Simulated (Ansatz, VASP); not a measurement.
ZnS: VASP beside Ansatz

INCAR

```
PREC = Accurate
ENCUT = 500
EDIFF = 1E-6
ISMEAR = 0
SIGMA = 0.1
LREAL = F
LASPH = T
NELM = 120
ALGO = Normal
ISIF = 2
LWAVE = F
LCHARG = F
GGA = CA
NBANDS = 16
GGA_COMPAT = F
```

File KPOINTS:

```
regular mesh
0
Gamma
  6 6 6
```

The input POSCAR:

```
ZnS
1.0
    0.0000000000      2.7020000000      2.7020000000
    2.7020000000      0.0000000000      2.7020000000
    2.7020000000      2.7020000000      0.0000000000
Zn S
1 1
Direct
    0.2500000000      0.2500000000      0.2500000000
    0.0000000000      0.0000000000      0.0000000000
```

Input for Ansatz:

```yaml
crystal:
  lattice:
    - [0.0, 2.702, 2.702]
    - [2.702, 0.0, 2.702]
    - [2.702, 2.702, 0.0]
  atoms:
    - { symbol: Zn, position: [0.25, 0.25, 0.25] }
    - { symbol: S, position: [0.0, 0.0, 0.0] }
basis:
  ecutwfc: 420
kpoints:
  mp_grid: { grid: [6, 6, 6] }
hamiltonian:
  xc: lda
scf:
  occupations: { method: gaussian, width: 0.1 }
output:
  forces: true
  stress: true
  eigenvalues: true
```

Alike in both runs: task single point; functional LDA; k mesh 6 × 6 × 6; occupations gaussian, width 0.1 eV; no spin polarisation.

|  | VASP | Ansatz |
| --- | --- | --- |
| version | VASP 6.6.1 | Ansatz 0.2.0 |
| potentials or method | VASP PAW LDA potentials, release 64 (Zn, S), cutoff 500 eV | scalar-relativistic, plane waves, PAW |
| valence electrons in the cell | 18 | 18 |

|  | VASP | Ansatz | Ansatz less VASP |
| --- | --- | --- | --- |
| gap on the k mesh at the Fermi level (eV) | 1.89 | 1.86 | -0.031 |
| least direct gap on the mesh (eV) | 1.89 | 1.86 | -0.031 |
| pressure (GPa) | -4.3 | -4.5 | -0.20 |

LDA's correlation is that of Perdew and Zunger in VASP and of Perdew and Wang (1992) in Ansatz.
